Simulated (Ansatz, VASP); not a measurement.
Two plane-wave programs on LiF

```xyz
2
Lattice="0.0000 1.9537 1.9537 1.9537 0.0000 1.9537 1.9537 1.9537 0.0000" Properties=species:S:1:pos:R:3 pbc="T T T"
Li    0.0000    0.0000    0.0000
F     1.9537    1.9537    1.9537
```

Alike in both runs: functional LDA; k mesh 10 × 10 × 10; occupations gaussian, width 0.02 eV; no spin polarisation.

Ansatz relaxed the structure, and its values are those at the end. VASP's run is a single point on that final structure, the one shown.

|  | VASP | Ansatz |
| --- | --- | --- |
| version | VASP 6.6.1 | Ansatz 0.2.0 |
| potentials or method | VASP PAW LDA potentials, release 64 (Li_sv, F), cutoff 750 eV | scalar-relativistic, plane waves, PAW |
| valence electrons in the cell | 10 | 10 |

Ansatz gave:

* gap on the k mesh at the Fermi level (eV): 9.71
* least direct gap on the mesh (eV): 9.71
* pressure (GPa): 0.0

**Question.** Estimate VASP's values.

**Answer.** gap on the k mesh at the Fermi level (eV): 9.69; least direct gap on the mesh (eV): 9.69; pressure (GPa): -0.4.

Ansatz warns that its potentials were made for another functional, while VASP's fit it. LDA's correlation is that of Perdew and Zunger in VASP and of Perdew and Wang (1992) in Ansatz.
